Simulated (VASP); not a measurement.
# WC (Fm-3m) in VASP: settings compared, part 2 of 2

VASP 6.6.1. Earlier steps stand in the parts before.

## Step 4: Relaxation of cell and atoms, PBEsol

This run uses another cell than the first one, of 10.54 Å³/atom, 1.043 times its volume.

The input, INCAR:

```
PREC = Accurate
ENCUT = 600
EDIFF = 1E-6
ISMEAR = 1
SIGMA = 0.15
LREAL = False
LASPH = True
NELM = 60
ALGO = Normal
ISIF = 3
LWAVE = False
LCHARG = False
GGA = PS
IBRION = 2
NSW = 80
EDIFFG = -0.01
```

The input, KPOINTS:

```
Automatic mesh
0
Gamma
  9 9 9
```

The input, POSCAR:

```
WC
1.0
    0.0000000000      2.1926840000      2.1926840000
    2.1926840000      0.0000000000      2.1926840000
    2.1926840000      2.1926840000      0.0000000000
W C
1 1
Direct
    0.0000000000      0.0000000000      0.0000000000
    0.5000000000      0.5000000000      0.5000000000
```

Potentials or basis: VASP PAW PBE potentials, release 64 (W_sv, C).

Launch:

```sh
$ cat potpaw_PBE.64/W_sv/POTCAR potpaw_PBE.64/C/POTCAR > POTCAR
$ mpirun -np 1 vasp_std > vasp.out
```

OUTCAR:

```text
PREC = Accurate
   ENCUT = 600
   EDIFF = 1E-6
   ISMEAR = 1
   LREAL = False
   LASPH = True
   NELM = 60
   ISIF = 3
   GGA = PS
   IBRION = 2
   NSW = 80
   EDIFFG = -0.01

 ion  position               nearest neighbor table
   1  0.000  0.000  0.000-   2 2.19   2 2.19   2 2.19   2 2.19   2 2.19   2 2.19
   2  0.500  0.500  0.500-   1 2.19   1 2.19   1 2.19   1 2.19   1 2.19   1 2.19

  LATTYP: Found a face centered cubic cell.
 ALAT       =     4.3853680000

  Lattice vectors:

 A1 = (   0.0000000000,   2.1926840000,   2.1926840000)
 A2 = (   2.1926840000,   0.0000000000,   2.1926840000)
 A3 = (   2.1926840000,   2.1926840000,   0.0000000000)

Analysis of symmetry for initial positions (statically):
=====================================================================
 Subroutine PRICEL returns:
 Original cell was already a primitive cell.

 Routine SETGRP: Setting up the symmetry group for a
 face centered cubic supercell.

 Subroutine GETGRP returns: Found 48 space group operations
 (whereof 48 operations were pure point group operations)
 out of a pool of 48 trial point group operations.

The static configuration has the point symmetry O_h .

Analysis of symmetry for dynamics (positions and initial velocities):
[... 170 lines left out ...]
  in kB      -88.1662863    -88.1662863    -88.1662863      0.0000000      0.0000000      0.0000000
  external PRESSURE =     -88.1662863 kB  Pullay stress =       0.0000000 kB
[... 95 lines left out ...]
--------------------------------------- Ionic step        4  -------------------------------------------

 number of electron      18.0000001 magnetization

 Free energy of the ion-electron system (eV)
  ---------------------------------------------------
  ext. energy  EPLUGINS =         0.00000000
  ---------------------------------------------------
  free energy    TOTEN  =       -22.97696359 eV

  energy without entropy =      -22.97122270  energy(sigma->0) =      -22.97504996

 E-fermi :  12.5068     XC(G=0): -13.9749

 val. band max:       12.4913949676   @ k =   0.2222   0.0000   0.0000
 cond. band min:      12.5187144155   @ k =  -0.2222   0.1111   0.0000
 fundamental gap:      0.0273194479
 Fermi energy:        12.5067919236

 k-point     1 :       0.0000    0.0000    0.0000
  band No.  band energies     occupation
      1     -62.7285      2.00000
      2     -26.7244      2.00000
      3     -26.7244      2.00000
      4     -26.7244      2.00000
      5      -3.3801      2.00000
      6       9.7712      2.00000
      7       9.7712      2.00000
      8       9.7712      2.00000
      9      11.5268      2.00000
     10      11.5268      2.00000
     11      11.5268      2.00000
     12      11.6243      2.00000
     13      11.6243      2.00000
[... 354 lines left out ...]
  band No.  band energies     occupation
      1     -62.6744      2.00000
      2     -27.2888      2.00000
      3     -26.9471      2.00000
      4     -26.9471      2.00000
      5      -1.0943      2.00000
      6       6.6612      2.00000
      7       6.7139      2.00000
      8       9.9859      2.00000
      9       9.9859      2.00000
     10      13.4446     -0.00000
     11      15.0840     -0.00000
     12      15.0840     -0.00000
     13      18.8337      0.00000

 [... further k-points ...]
[... 5 lines left out ...]
  --------------------------------------------------------------------------------------
  -------------------------------------------------------------------------------------
  Total       -0.0073699     -0.0073699     -0.0073699      0.0000000     -0.0000000      0.0000000
  in kB       -0.5735051     -0.5735051     -0.5735051      0.0000000     -0.0000000      0.0000000
  external PRESSURE =      -0.5735051 kB  Pullay stress =       0.0000000 kB
[... 17 lines left out ...]
  FREE ENERGIE OF THE ION-ELECTRON SYSTEM (eV)
  ---------------------------------------------------
  free  energy   TOTEN  =       -22.9769635913 eV

  energy  without entropy=      -22.9712226999  energy(sigma->0) =      -22.97504996

 reached required accuracy - stopping structural energy minimisation
```

Run time: 65 s. Hardware: 1 thread of Intel Xeon 8259CL, shared host; peak memory 0.18 GiB.

What came out:

```yaml
Free_energy: -22.9770 eV
Relaxed_volume: 10.29 Å³/atom
Relaxed_cell: a = 3.076 Å, b = 3.076 Å, c = 3.076 Å, α = 60.00°, β = 60.00°, γ = 60.00°
Space_group_after_relaxing_to_0.05_Å: Fm-3m (No. 225)
Energy_gained_by_relaxing: 7.0 meV/atom
Ionic_steps: 4
Pressure_after_relaxing: -0.1 GPa
```

The path:
| step | energy change (eV) | largest force (eV/Å) | pressure (GPa) | volume (Å³) |
| --- | --- | --- | --- | --- |
| 1 | 0.0000 | 0.0000 | -8.82 | 21.08 |
| 2 | 0.0844 | 0.0000 | 27.19 | 19.36 |
| 3 | -0.0139 | 0.0000 | -0.18 | 20.60 |
| 4 | -0.0140 | 0.0000 | -0.06 | 20.59 |

Final structure:
```yaml
crystal:
  lattice:
    - [0.00000, 2.17538, 2.17538]
    - [2.17538, 0.00000, 2.17538]
    - [2.17538, 2.17538, 0.00000]
  atoms:
    - { symbol: W, position: [0.00000, 0.00000, 0.00000] }
    - { symbol: C, position: [0.50000, 0.50000, 0.50000] }
```

Caveat: the bands computed are all filled at some k points, so no gap is given; the PAW data sets were made with another functional, which shifts forces and pressure a little; spin-orbit coupling is left out, which moves the levels of the heavy elements.

## Step 5: Relaxation of cell and atoms, LDA

This run uses another cell than the first one, of 10.54 Å³/atom, 1.043 times its volume.

The input, INCAR:

```
SYSTEM = WC
ALGO = Normal
EDIFF = 1E-6
EDIFFG = -0.01
ENCUT = 600
GGA = CA
IBRION = 2
ISIF = 3
ISMEAR = 1
LASPH = .True.
LCHARG = .False.
LREAL = .False.
LWAVE = .False.
NELM = 100
NSW = 80
PREC = Accurate
SIGMA = 0.15
```

The input, KPOINTS:

```
k-points
0
Gamma
  9 9 9
  0 0 0
```

POSCAR is that of step 4.

Potentials or basis: VASP PAW LDA potentials, release 64 (W_sv, C).

Launch:

```sh
$ cat potpaw_LDA.64/W_sv/POTCAR potpaw_LDA.64/C/POTCAR > POTCAR
$ mpirun -np 1 vasp_std > vasp.out
```

OUTCAR:

```text
SYSTEM = WC
   EDIFF = 1E-6
   EDIFFG = -0.01
   ENCUT = 600
   GGA = CA
   IBRION = 2
   ISIF = 3
   ISMEAR = 1
   LASPH = .True.
   LREAL = .False.
   NELM = 100
   NSW = 80
   PREC = Accurate

 ion  position               nearest neighbor table
   1  0.000  0.000  0.000-   2 2.19   2 2.19   2 2.19   2 2.19   2 2.19   2 2.19
   2  0.500  0.500  0.500-   1 2.19   1 2.19   1 2.19   1 2.19   1 2.19   1 2.19

  LATTYP: Found a face centered cubic cell.
 ALAT       =     4.3853680000

  Lattice vectors:

 A1 = (   0.0000000000,   2.1926840000,   2.1926840000)
 A2 = (   2.1926840000,   0.0000000000,   2.1926840000)
 A3 = (   2.1926840000,   2.1926840000,   0.0000000000)

Analysis of symmetry for initial positions (statically):
=====================================================================
 Subroutine PRICEL returns:
 Original cell was already a primitive cell.

 Routine SETGRP: Setting up the symmetry group for a
 face centered cubic supercell.

 Subroutine GETGRP returns: Found 48 space group operations
 (whereof 48 operations were pure point group operations)
 out of a pool of 48 trial point group operations.

The static configuration has the point symmetry O_h .

[... 171 lines left out ...]
  in kB     -136.1786099   -136.1786099   -136.1786099      0.0000000     -0.0000000     -0.0000000
  external PRESSURE =    -136.1786099 kB  Pullay stress =       0.0000000 kB
[... 95 lines left out ...]
--------------------------------------- Ionic step        4  -------------------------------------------

 number of electron      18.0000000 magnetization

 Free energy of the ion-electron system (eV)
  ---------------------------------------------------
  ext. energy  EPLUGINS =         0.00000000
  ---------------------------------------------------
  free energy    TOTEN  =       -23.78810526 eV

  energy without entropy =      -23.78231801  energy(sigma->0) =      -23.78617618

 E-fermi :  12.7399     XC(G=0): -14.0959

 val. band max:       12.7073879693   @ k =   0.3333   0.0000   0.0000
 cond. band min:      12.7485223306   @ k =   0.2222   0.0000   0.0000
 fundamental gap:      0.0411343614
 Fermi energy:        12.7398884490

 k-point     1 :       0.0000    0.0000    0.0000
  band No.  band energies     occupation
      1     -62.0730      2.00000
      2     -26.3223      2.00000
      3     -26.3223      2.00000
      4     -26.3223      2.00000
      5      -3.0875      2.00000
      6       9.9628      2.00000
      7       9.9628      2.00000
      8       9.9628      2.00000
      9      11.7412      2.00000
     10      11.7412      2.00000
     11      11.7412      2.00000
     12      11.8433      2.00000
     13      11.8433      2.00000
[... 354 lines left out ...]
  band No.  band energies     occupation
      1     -62.0137      2.00000
      2     -26.9214      2.00000
      3     -26.5585      2.00000
      4     -26.5585      2.00000
      5      -0.8236      2.00000
      6       6.8835      2.00000
      7       6.9618      2.00000
      8      10.2383      2.00000
      9      10.2383      2.00000
     10      13.6886     -0.00000
     11      15.3442     -0.00000
     12      15.3442     -0.00000
     13      19.2423      0.00000

 [... further k-points ...]
[... 5 lines left out ...]
  --------------------------------------------------------------------------------------
  -------------------------------------------------------------------------------------
  Total       -0.0126726     -0.0126726     -0.0126726      0.0000000      0.0000000      0.0000000
  in kB       -0.9986792     -0.9986792     -0.9986792      0.0000000      0.0000000      0.0000000
  external PRESSURE =      -0.9986792 kB  Pullay stress =       0.0000000 kB
[... 17 lines left out ...]
  FREE ENERGIE OF THE ION-ELECTRON SYSTEM (eV)
  ---------------------------------------------------
  free  energy   TOTEN  =       -23.7881052597 eV

  energy  without entropy=      -23.7823180076  energy(sigma->0) =      -23.78617618

 reached required accuracy - stopping structural energy minimisation
```

OSZICAR:

```text
N       E                     dE             d eps       ncg     rms          rms(c)
DAV:   1     0.112692639823E+03    0.11269E+03   -0.10546E+04   910   0.169E+03
DAV:   2    -0.224980324825E+02   -0.13519E+03   -0.13160E+03   990   0.392E+02
DAV:   3    -0.272297463888E+02   -0.47317E+01   -0.46108E+01  1153   0.644E+01
DAV:   4    -0.272867307201E+02   -0.56984E-01   -0.56857E-01   965   0.716E+00
[... 30 lines left out ...]
DAV:   1    -0.237883019739E+02   -0.24271E-03   -0.46432E-03   955   0.997E-01    0.196E-01
DAV:   2    -0.237881378876E+02    0.16409E-03   -0.50630E-04  1015   0.269E-01    0.391E-02
DAV:   3    -0.237881109143E+02    0.26973E-04   -0.58752E-05   995   0.580E-02    0.154E-02
DAV:   4    -0.237881052366E+02    0.56777E-05   -0.16430E-05  1090   0.498E-02    0.163E-02
DAV:   5    -0.237881052597E+02   -0.23123E-07   -0.63763E-07   550   0.105E-02
   4 F= -.23788105E+02 E0= -.23786176E+02  d E =-.332392E-01
```

It took 64 s on 1 thread of Intel Xeon 8259CL, shared host; peak memory 0.16 GiB.

Results:

```yaml
Free_energy: -23.7881 eV
Relaxed_volume: 10.17 Å³/atom
Relaxed_cell: a = 3.064 Å, b = 3.064 Å, c = 3.064 Å, α = 60.00°, β = 60.00°, γ = 60.00°
Space_group_after_relaxing_to_0.05_Å: Fm-3m (No. 225)
Energy_gained_by_relaxing: 16.6 meV/atom
Ionic_steps: 4
Pressure_after_relaxing: -0.1 GPa
```

The path:
| step | energy change (eV) | largest force (eV/Å) | pressure (GPa) | volume (Å³) |
| --- | --- | --- | --- | --- |
| 1 | 0.0000 | 0.0000 | -13.62 | 21.08 |
| 2 | 0.2194 | 0.0000 | 47.37 | 18.47 |
| 3 | -0.0332 | 0.0000 | -0.52 | 20.35 |
| 4 | -0.0332 | 0.0000 | -0.10 | 20.33 |

Final structure:
```yaml
crystal:
  lattice:
    - [0.00000, 2.16624, 2.16624]
    - [2.16624, 0.00000, 2.16624]
    - [2.16624, 2.16624, 0.00000]
  atoms:
    - { symbol: W, position: [0.00000, 0.00000, 0.00000] }
    - { symbol: C, position: [0.50000, 0.50000, 0.50000] }
```

Levels at points of the mesh, in eV from the Fermi level:
| k point | band 6 | band 7 | band 8 | band 9 | band 10 | band 11 | band 12 | band 13 |
| --- | --- | --- | --- | --- | --- | --- | --- | --- |
| (0.00, 0.00, 0.00) | -2.78 | -2.78 | -2.78 | -1.00 | -1.00 | -1.00 | -0.90 | -0.90 |

Caveat: the bands computed are all filled at some k points, so no gap is given; spin-orbit coupling is left out, which moves the levels of the heavy elements.

## Step 6: The runs side by side

| task | level | potentials or basis | cell | cutoff (eV) | pressure (GPa) | relaxed volume (Å³/atom) |
| --- | --- | --- | --- | --- | --- | --- |
| single point | LDA | VASP PAW LDA potentials, release 64 (W_sv, C) | a = 3.058 Å, angles 60.0°, 2 atoms | 520 | 2.4 | - |
| relaxation of cell and atoms | BLYP+D3(BJ) | VASP PAW PBE potentials, release 64 (W_sv, C) | relaxed from a = 3.101 Å, angles 60.0°, 2 atoms | 600 | 0.0 | 10.46 |
| relaxation of cell and atoms | PBEsol | VASP PAW PBE potentials, release 64 (W_sv, C) | relaxed from a = 3.101 Å, angles 60.0°, 2 atoms | 600 | -0.1 | 10.29 |
| relaxation of cell and atoms | LDA | VASP PAW LDA potentials, release 64 (W_sv, C) | relaxed from a = 3.101 Å, angles 60.0°, 2 atoms | 600 | -0.1 | 10.17 |

Alike in all rows: no spin polarisation; k mesh 9 × 9 × 9; smearing methfessel-paxton 0.15 eV.

Caveats: spin-orbit coupling is left out, which moves the levels of the heavy elements; the bands computed are all filled at some k points, so no gap is given (some runs); the PAW data sets were made with another functional, which shifts forces and pressure a little (some runs).

Total energies depend on the potentials used, so only differences within one code and one set of settings carry meaning.
